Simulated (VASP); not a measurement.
# Li (P1) in VASP: further runs

The runs below take Li through single point, with r2SCAN.

Program: VASP 6.6.1. These are calculated values, not measurements. Logs are shortened: lines on timing, memory, paths and dates and some standing lists are left out, and cuts for length are marked.

## 1. The cell of the first run

The typed cell holds 8 atoms: a = 8.909 Å, b = 4.454 Å, c = 4.454 Å, α = 90.00°, β = 90.00°, γ = 90.00°.

## 2. Single point, r2SCAN

POSCAR

```
Li
1.0
    8.9088800000      0.0000000000      0.0000000000
    0.0000000000      4.4544400000      0.0000000000
    0.0000000000      0.0000000000      4.4544400000
Li
8
Direct
    0.4451654978      0.1323160712      0.6237053367
    0.1836945834      0.3719850307      0.3753241709
    0.0582820736      0.6251174109      0.8597350060
    0.3063591607      0.8682189007      0.1262113756
    0.9366765519      0.1154863462      0.6273482189
    0.6887412335      0.3750633076      0.3716624312
    0.5736584172      0.6378096910      0.8815137256
    0.8074224818      0.8740034662      0.1344995106
```

INCAR.step1

```
PREC = Accurate
ENCUT = 720
ISMEAR = 1
SIGMA = 0.05
LREAL = F
LASPH = T
NELM = 120
NBANDS = 22
GGA = PE
ALGO = Normal
EDIFF = 1E-5
LWAVE = T
LCHARG = F
GGA_COMPAT = F
```

INCAR.step2

```
PREC = Accurate
ENCUT = 720
EDIFF = 1E-6
ISMEAR = 1
SIGMA = 0.05
LREAL = F
LASPH = T
NELM = 120
ALGO = Normal
ISIF = 2
LWAVE = F
LCHARG = F
METAGGA = R2SCAN
LMIXTAU = T
NBANDS = 22
ISTART = 1
GGA_COMPAT = F
```

KPOINTS

```
regular mesh
0
Gamma
  1 2 2
```

Potentials or basis: VASP PAW PBE potentials, release 64 (Li_sv).

The run is started by

```
cat potpaw_PBE.64/Li_sv/POTCAR > POTCAR
cp INCAR.step1 INCAR
mpirun -np 1 vasp_std > vasp.out
cp INCAR.step2 INCAR
mpirun -np 1 vasp_std > vasp.out
```

OUTCAR:

```text
PREC = Accurate
   ENCUT = 720
   EDIFF = 1E-6
   ISMEAR = 1
   LREAL = F
   LASPH = T
   NELM = 120
   ISIF = 2
   METAGGA = R2SCAN
   ISTART = 1

 ion  position               nearest neighbor table
   1  0.445  0.132  0.624-
   2  0.184  0.372  0.375-
   3  0.058  0.625  0.860-
   4  0.306  0.868  0.126-
   5  0.937  0.115  0.627-
   6  0.689  0.375  0.372-
   7  0.574  0.638  0.882-   8 2.59
   8  0.807  0.874  0.134-   7 2.59

  LATTYP: Found a simple tetragonal cell.
 ALAT       =     4.4544400000
 C/A-ratio  =     2.0000000000

  Lattice vectors:

 A1 = (   0.0000000000,   4.4544400000,   0.0000000000)
 A2 = (   0.0000000000,   0.0000000000,   4.4544400000)
 A3 = (   8.9088800000,   0.0000000000,   0.0000000000)

Analysis of symmetry for initial positions (statically):
=====================================================================
 Subroutine PRICEL returns:
 Original cell was already a primitive cell.

 Routine SETGRP: Setting up the symmetry group for a
 simple tetragonal supercell.

 Subroutine GETGRP returns: Found  1 space group operations
 (whereof  1 operations were pure point group operations)
 out of a pool of 16 trial point group operations.

The static configuration has the point symmetry C_1 .

Analysis of symmetry for dynamics (positions and initial velocities):
=====================================================================
 Subroutine PRICEL returns:
 Original cell was already a primitive cell.

 Routine SETGRP: Setting up the symmetry group for a
 simple tetragonal supercell.

 Subroutine GETGRP returns: Found  1 space group operations
 (whereof  1 operations were pure point group operations)
 out of a pool of 16 trial point group operations.

The dynamic configuration has the point symmetry C_1 .

 Subroutine INISYM returns: Found  1 space group operations
 (whereof  1 operations are pure point group operations),
 and found     1 'primitive' translations

----------------------------------------------------------------------------------------

                                     Primitive cell

  volume of cell :     176.7703

  direct lattice vectors                    reciprocal lattice vectors
     8.908880000  0.000000000  0.000000000     0.112247555  0.000000000  0.000000000
     0.000000000  4.454440000  0.000000000     0.000000000  0.224495110  0.000000000
     0.000000000  0.000000000  4.454440000     0.000000000  0.000000000  0.224495110

  length of vectors
     8.908880000  4.454440000  4.454440000     0.112247555  0.224495110  0.224495110

  position of ions in fractional coordinates (direct lattice)
     0.445165498  0.132316071  0.623705337
     0.183694583  0.371985031  0.375324171
     0.058282074  0.625117411  0.859735006
     0.306359161  0.868218901  0.126211376
     0.936676552  0.115486346  0.627348219
     0.688741233  0.375063308  0.371662431
     0.573658417  0.637809691  0.881513726
     0.807422482  0.874003466  0.134499511

  ion indices of the primitive-cell ions
   primitive index   ion index
                 1           1
                 2           2
                 3           3
                 4           4
                 5           5
                 6           6
                 7           7
                 8           8

----------------------------------------------------------------------------------------

 KPOINTS: regular mesh

Automatic generation of k-mesh.
 Grid dimensions read from file:
 generate k-points for:    1    2    2

 Generating k-lattice:

  Cartesian coordinates                     Fractional coordinates (reciprocal lattice)
     0.112247555  0.000000000  0.000000000     1.000000000  0.000000000  0.000000000
     0.000000000  0.112247555  0.000000000     0.000000000  0.500000000  0.000000000
     0.000000000  0.000000000  0.112247555     0.000000000  0.000000000  0.500000000

  Length of vectors
     0.112247555  0.112247555  0.112247555

  Shift w.r.t. Gamma in fractional coordinates (k-lattice)
     0.000000000  0.000000000  0.000000000

 Subroutine IBZKPT returns following result:
 ===========================================

 Found      4 irreducible k-points:

 Following reciprocal coordinates:
            Coordinates               Weight
  0.000000  0.000000  0.000000      1.000000
  0.000000  0.500000  0.000000      1.000000
  0.000000  0.000000  0.500000      1.000000
  0.000000  0.500000  0.500000      1.000000
   k-points           NKPTS =      4   k-points in BZ     NKDIM =      4   number of bands    NBANDS=     22
   number of dos      NEDOS =    301   number of ions     NIONS =      8
   total plane-waves  NPLWV = 128000
   dimension x,y,z NGX =    80 NGY =   40 NGZ =   40
   dimension x,y,z NGXF=   160 NGYF=   80 NGZF=   80
   ions per type =               8
   NGX,Y,Z   is equivalent  to a cutoff of  14.93, 14.93, 14.93 a.u.
   NGXF,Y,Z  is equivalent  to a cutoff of  29.86, 29.86, 29.86 a.u.
 SYSTEM =  unknown system
   PREC   = accura    normal or accurate (medium, high low for compatibility)
   ISTART =      1    job   : 0-new  1-cont  2-samecut
   ICHARG =      0    charge: 1-file 2-atom 10-const
   ISPIN  =      1    spin polarized calculation?
   LNONCOLLINEAR =      F non collinear calculations
   LSORBIT =      F    spin-orbit coupling
   LASPH  =      T    aspherical Exc in radial PAW
   ENCUT  =  720.0 eV  52.92 Ry    7.27 a.u.  19.49  9.75  9.75*2*pi/ulx,y,z
   NELM   =    120;   NELMIN=  2; NELMDL=  0     # of ELM steps
   EDIFF  = 0.1E-05   stopping-criterion for ELM
   LREAL  =      F    real-space projection
   EDIFFG = 0.1E-04   stopping-criterion for IOM
   NSW    =      0    number of steps for IOM
   IBRION =     -1    ionic relax: 0-MD 1-quasi-New 2-CG
   NFREE  =      0    steps in history (QN), initial steepest desc. (CG)
   ISIF   =      2    stress and relaxation
   ISYM   =      2    0-nonsym 1-usesym 2-fastsym
   POTIM  = 0.5000    time-step for ionic-motion
   TEBEG  =    0.0;   TEEND  =   0.0 temperature during run
   PSTRESS=    0.0 pullay stress
   NELECT =      24.0000    total number of electrons
   NUPDOWN=      -1.0000    fix difference up-down
   EMIN   =  10.00;   EMAX   =-10.00  energy-range for DOS
   EFERMI =   0.00;   METHOD = LEGACY
   ISMEAR =     1;   SIGMA  =   0.05  broadening in eV -4-tet -1-fermi 0-gaus
   EFERMI_NEDOS =   21; number of points for ismear=-14 and -15
   IALGO  =     38    algorithm
   IMIX   =      4    mixing-type and parameters
     AMIX     =   0.40;   BMIX     =  1.00
     AMIX_MAG =   1.60;   BMIX_MAG =  1.00
  volume/ion in A,a.u.               =      22.10       149.11
  Fermi-wavevector in a.u.,A,eV,Ry     =   0.841412  1.590038  9.632577  0.707974
  Thomas-Fermi vector in A             =   1.955952
   LORBIT       =      0    0 simple, 1 ext, 2 COOP (PROOUT), +10 PAW based schemes
   METAGGA = R2SCAN    functional components
   LHFCALC =     F    Hartree Fock is set to
   AEXX    =    0.0000 exact exchange contribution
   IVDW    =     0    specifies the selected vdW correction
   LEPSILON=     F    determine dielectric tensor
   LRPA    =     F    only Hartree local field effects (RPA)
 non-spin polarized calculation
 Methfessel and Paxton  Order N= 1 SIGMA  =   0.05
  energy-cutoff  :      720.00
  volume of cell :      176.77
 maximum number of plane-waves:      7812
 NGX is ok and might be reduce to    80
   NGX = 39   NGY = 19   NGZ = 19

 number of electron      23.9999988 magnetization

 Free energy of the ion-electron system (eV)
  ---------------------------------------------------
  ext. energy  EPLUGINS =         0.00000000
  ---------------------------------------------------
  free energy    TOTEN  =       -16.64341978 eV

  energy without entropy =      -16.62925933  energy(sigma->0) =      -16.63869963

 E-fermi :   0.3661     XC(G=0):  -7.2232

 val. band max:        0.3659482017   @ k =   0.0000   0.5000   0.5000
 cond. band min:       0.3725137388   @ k =   0.0000   0.5000   0.0000
 fundamental gap:      0.0065655371
 Fermi energy:         0.3661440550

 k-point     1 :       0.0000    0.0000    0.0000
  band No.  band energies     occupation
      1     -48.3684      2.00000
      2     -48.2461      2.00000
      3     -48.2427      2.00000
      4     -48.1449      2.00000
      5     -48.1313      2.00000
      6     -48.1222      2.00000
[... 14 lines left out ...]
     21       4.3727      0.00000
     22       5.7925      0.00000

 k-point     2 :       0.0000    0.5000    0.0000
  band No.  band energies     occupation
      1     -48.3679      2.00000
      2     -48.2447      2.00000
      3     -48.2417      2.00000
      4     -48.1421      2.00000
      5     -48.1334      2.00000
      6     -48.1231      2.00000
[... 14 lines left out ...]
     21       5.7462      0.00000
     22       5.8380      0.00000

 k-point     3 :       0.0000    0.0000    0.5000
  band No.  band energies     occupation
      1     -48.3678      2.00000
      2     -48.2461      2.00000
      3     -48.2419      2.00000
      4     -48.1424      2.00000
      5     -48.1261      2.00000
      6     -48.1250      2.00000
[... 14 lines left out ...]
     21       5.7800      0.00000
     22       5.8187      0.00000

 k-point     4 :       0.0000    0.5000    0.5000
  band No.  band energies     occupation
      1     -48.3674      2.00000
      2     -48.2451      2.00000
      3     -48.2407      2.00000
      4     -48.1405      2.00000
      5     -48.1270      2.00000
      6     -48.1239      2.00000
[... 14 lines left out ...]
     21       4.8871      0.00000
     22       4.9046      0.00000

------------------------ aborting loop because EDIFF is reached ----------------------------------------

  FORCE on cell =-STRESS in cart. coord.  units (eV):
  Direction    XX          YY          ZZ          XY          YZ          ZX
  --------------------------------------------------------------------------------------
  -------------------------------------------------------------------------------------
  Total        0.4305073      2.0626889     -0.3198499      1.3097432     -0.2705155      0.5804516
  in kB        3.9019509     18.6954091     -2.8989950     11.8710029     -2.4518473      5.2609878
  external PRESSURE =       6.5661217 kB  Pullay stress =       0.0000000 kB

 VOLUME and BASIS-vectors are now :
 -----------------------------------------------------------------------------
  energy-cutoff  :      720.00
  volume of cell :      176.77
      direct lattice vectors                 reciprocal lattice vectors
     8.908880000  0.000000000  0.000000000     0.112247555  0.000000000  0.000000000
     0.000000000  4.454440000  0.000000000     0.000000000  0.224495110  0.000000000
     0.000000000  0.000000000  4.454440000     0.000000000  0.000000000  0.224495110

 POSITION                                       TOTAL-FORCE (eV/Angst)
 -----------------------------------------------------------------------------------
      3.96593      0.58939      2.77826        -0.004129      0.031279      0.032714
      1.63651      1.65699      1.67186         0.017064     -0.034307     -0.124140
      0.51923      2.78455      3.82964        -0.056825     -0.068941      0.117499
      2.72932      3.86743      0.56220         0.003964     -0.035384     -0.061631
      8.34474      0.51443      2.79449         0.001919      0.055598      0.033887
      6.13591      1.67070      1.65555         0.067497      0.028241      0.033925
      5.11065      2.84108      3.92665        -0.111663     -0.000147     -0.123080
      7.19323      3.89320      0.59912         0.082173      0.023660      0.090826
 -----------------------------------------------------------------------------------
    total drift:                               -0.073339      0.017155      0.033753

  FREE ENERGIE OF THE ION-ELECTRON SYSTEM (eV)
  ---------------------------------------------------
  free  energy   TOTEN  =       -16.6434197835 eV

  energy  without entropy=      -16.6292593276  energy(sigma->0) =      -16.63869963
```

Wall time 2.6 min (1 thread of Intel Xeon Platinum 8375C at 2.90GHz (Ice Lake), shared host); peak memory 0.35 GiB.

What came out:

```
Free energy            : -16.6434 eV
Pressure               : 0.7 GPa
Largest force          : 0.166 eV/Å
Band gap on the k mesh : zero (bands 12 and 13 overlap by 2.61 eV)
```

Forces on the atoms (eV/Å):
```
Li  -0.004  0.031  0.033
Li   0.017 -0.034 -0.124
Li  -0.057 -0.069  0.117
Li   0.004 -0.035 -0.062
Li   0.002  0.056  0.034
Li   0.067  0.028  0.034
Li  -0.112  0.000 -0.123
Li   0.082  0.024  0.091
```

Levels at points of the mesh, in eV from the Fermi level:
```
           k point  band 10  band 11  band 12  band 13  band 14  band 15
(0.00, 0.00, 0.00)    -2.10    -2.09     2.57     2.58     2.63     2.69
(0.00, 0.50, 0.00)    -2.09    -0.96    -0.92    -0.04     0.01     2.82
(0.00, 0.00, 0.50)    -2.09    -0.97    -0.95     0.01     0.03     2.85
(0.00, 0.50, 0.50)    -0.94    -0.01     0.00     0.29     0.33     0.37
```

Caveat: the k points lie up to 0.71 Å⁻¹ apart, too coarse for converged energies and pressures of a metal; the PAW data sets were made with another functional, which shifts forces and pressure a little.

[end of part 1 of 2]
